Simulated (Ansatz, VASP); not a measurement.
One calculation of AlN, two programs

```
Al N
1.0
     3.11100   -0.01556   -0.01556
    -1.56897    2.70198   -0.00569
    -0.02489   -0.02489    4.97800
Al N
2 2
Direct
  0.33333 0.66667 0.00000
  0.66667 0.33333 0.50000
  0.33333 0.66667 0.38500
  0.66667 0.33333 0.88500
```

Change from the starting cell: equal xy, yz and zx shear strains of -1 %, PAW files.

Alike in both runs: task electric field gradients; functional PBEsol; k mesh 10 × 10 × 6; occupations fermi-dirac, width 0.03 eV; no spin polarisation.

|  | VASP | Ansatz |
| --- | --- | --- |
| version | VASP 6.6.1 | Ansatz 0.2.0 |
| potentials or method | VASP PAW PBE potentials, release 64 (Al, N) | PAW with Ansatz's default frozen-core files, scalar-relativistic |
| plane-wave cutoff (eV) | 520 | 420 |
| valence electrons in the cell | 16 | 16 |

|  | VASP | Ansatz | Ansatz less VASP |
| --- | --- | --- | --- |
| gap on the k mesh at the Fermi level (eV) | 4.08 | 4.07 | -0.016 |
| pressure (GPa) | 0.6 | 0.6 | +0.02 |
| traceless stress, the component that is largest in VASP (GPa) | 1.80 | 1.78 | -0.020 |
| rms of the force components (eV/Å) | 0.130 | 0.129 | -0.0014 |
| size of Vzz on the site where it differs most (V/Å²) | 8.6 | 8.4 | -0.26 |

VASP's potentials were made for PBE, not for PBEsol. Atom by atom the forces differ by 0.002 eV/Å (rms over components).
